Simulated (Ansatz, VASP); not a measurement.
# One calculation of ScAl7N8, two programs

```
Sc Al N
1.0
     0.00000    0.00000   -5.07996
     3.17485    5.49900    0.00000
     3.17485   -5.49900    0.00000
Sc Al N
1 7 8
Cartesian
  1.5874 -0.9165 0.0000
  3.1748 -3.6660 0.0000
  3.1748 1.8330 0.0000
  4.7623 -0.9165 0.0000
  3.1748 -1.8330 -2.5400
  1.5874 0.9165 -2.5400
  4.7623 0.9165 -2.5400
  3.1748 3.6660 -2.5400
  1.5874 -0.9165 -3.1496
  3.1748 -3.6660 -3.1496
  3.1748 1.8330 -3.1496
  4.7623 -0.9165 -3.1496
  3.1748 -1.8330 -0.6096
  1.5874 0.9165 -0.6096
  4.7623 0.9165 -0.6096
  3.1748 3.6660 -0.6096
```

Alike in both runs: task relaxation of cell and atoms; functional PBEsol; k mesh 4 × 6 × 6; occupations gaussian, width 0.1 eV; no spin polarisation.

|  | VASP | Ansatz |
| --- | --- | --- |
| version | VASP 6.6.1 | Ansatz 0.2.0 |
| potentials or method | VASP PAW PBE potentials, release 64 (Sc_sv, Al, N), cutoff 600 eV | scalar-relativistic, plane waves, PAW |
| valence electrons in the cell | 72 | 72 |

|  | VASP | Ansatz | Ansatz less VASP |
| --- | --- | --- | --- |
| gap on the k mesh at the Fermi level, each at its own relaxed structure (eV) | 3.96 | 3.90 | -0.055 |
| relaxed volume (Å³/atom) | 10.88 | 10.89 | +0.012 |
| relaxed cell length with the largest relative difference (Å) | 5.013 | 5.002 | -0.0103 |

VASP's potentials were made for PBE, not for PBEsol.
